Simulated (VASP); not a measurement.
A run of VASP 6.6.1 is set up as follows.

The input INCAR:

```
PREC = Accurate ; ENCUT = 520
EDIFF = 1E-6 ; ISMEAR = -1
SIGMA = 0.05 ; LREAL = F
LASPH = T ; NELM = 100
ALGO = Normal ; ISIF = 2
LWAVE = F ; LCHARG = F
GGA = PE ; NBANDS = 16
```

KPOINTS

```
Automatic mesh
0
Gamma
  18 18 18
```

File POSCAR:

```
Ir
1.0
   -2.1526689104      2.1526689104      1.1873512918
    2.1526689104     -2.1526689104      1.1873512918
    2.1526689104      2.1526689104     -1.1873512918
Ir
2
Direct
   -0.3750000000     -0.1250000000     -0.2500000000
    0.3750000000      0.1250000000      0.2500000000
```

Potentials or basis: VASP PAW PBE potentials, release 64 (Ir).

The run is started by

```sh
$ cat potpaw_PBE.64/Ir/POTCAR > POTCAR
$ mpirun -np 1 vasp_std > vasp.out
```

Predict the pressure.

270.5 GPa.

Predict the band gap on the k mesh.

zero (bands 9 and 10 overlap by 4.67 eV).

Stress tensor (GPa, compression positive):
```
268.92   0.00   0.00
  0.00 268.92   0.00
  0.00   0.00 273.77
```

Caveat: the cell stands under pressure; spin-orbit coupling is left out, which moves the levels of the heavy elements.
